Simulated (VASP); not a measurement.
Wanted: the native input for a VASP 6.6.1 run.

| Property | Result |
| --- | --- |
| Task | single point |
| Functional | r2SCAN |
| Dispersion | D3(BJ) |
| Potentials or basis | VASP PAW PBE potentials, release 64 (Bi_d, P) |
| Cutoff | 520 eV |
| k mesh | 10 × 10 × 10 |
| Occupations | gaussian, width 0.05 eV |
| Spin | no spin polarisation |
| Dipole correction | no |
| Further INCAR settings | ALGO = Normal; EDIFF = 1e-07; NBANDS = 17 |

BiP:

```
Bi P
1.0
     3.91886    0.00000    0.00000
    -1.95943    3.39383    0.00000
     0.00000    0.00000    3.74881
Bi P
1 1
Direct
  0.00000 0.00000 0.00000
  0.66667 0.33333 0.50000
```

One way to write it, as run:

POSCAR

```
BiP
1.0
    3.9188589170      0.0000000000      0.0000000000
   -1.9594294585      3.3938313760      0.0000000000
    0.0000000000      0.0000000000      3.7488147774
Bi P
1 1
Direct
    0.0000000000      0.0000000000      0.0000000000
    0.6666666667      0.3333333333      0.5000000000
```

INCAR.step1

```
SYSTEM = BiP
PREC = Accurate
ENCUT = 520
ISMEAR = 0
SIGMA = 0.05
LREAL = .False.
LASPH = .True.
NELM = 80
NBANDS = 17
GGA = PE
ALGO = Normal
EDIFF = 1E-4
LWAVE = .True.
LCHARG = .False.
```

INCAR.step2

```
SYSTEM = BiP
PREC = Accurate
ENCUT = 520
EDIFF = 1E-7
ISMEAR = 0
SIGMA = 0.05
LREAL = .False.
LASPH = .True.
NELM = 80
ALGO = Normal
ISIF = 2
LWAVE = .False.
LCHARG = .False.
METAGGA = R2SCAN
LMIXTAU = .True.
IVDW = 12
VDW_S6 = 1.0
VDW_S8 = 0.78981345
VDW_A1 = 0.49484001
VDW_A2 = 5.73083694
NBANDS = 17
ISTART = 1
```

KPOINTS

```
regular mesh
0
Gamma
  10 10 10
  0 0 0
```

Potentials or basis: VASP PAW PBE potentials, release 64 (Bi_d, P).

Command:

```console
$ cat potpaw_PBE.64/Bi_d/POTCAR potpaw_PBE.64/P/POTCAR > POTCAR
$ cp INCAR.step1 INCAR
$ mpirun -np 1 vasp_std > vasp.out
$ cp INCAR.step2 INCAR
$ mpirun -np 1 vasp_std > vasp.out
```

It gave:

- Pressure: -1.4 GPa
- Band gap on the k mesh: zero (bands 10 and 11 overlap by 2.85 eV)
- Dispersion energy per atom: -0.209 eV

Caveat: the PAW data sets were made with another functional, which shifts forces and pressure a little; spin-orbit coupling is left out, which moves the levels of the heavy elements.

Wall time 3.1 min on 1 thread of Intel(R) Xeon(R) Platinum 8488C (Sapphire Rapids) (shared host), peak memory 0.22 GiB.
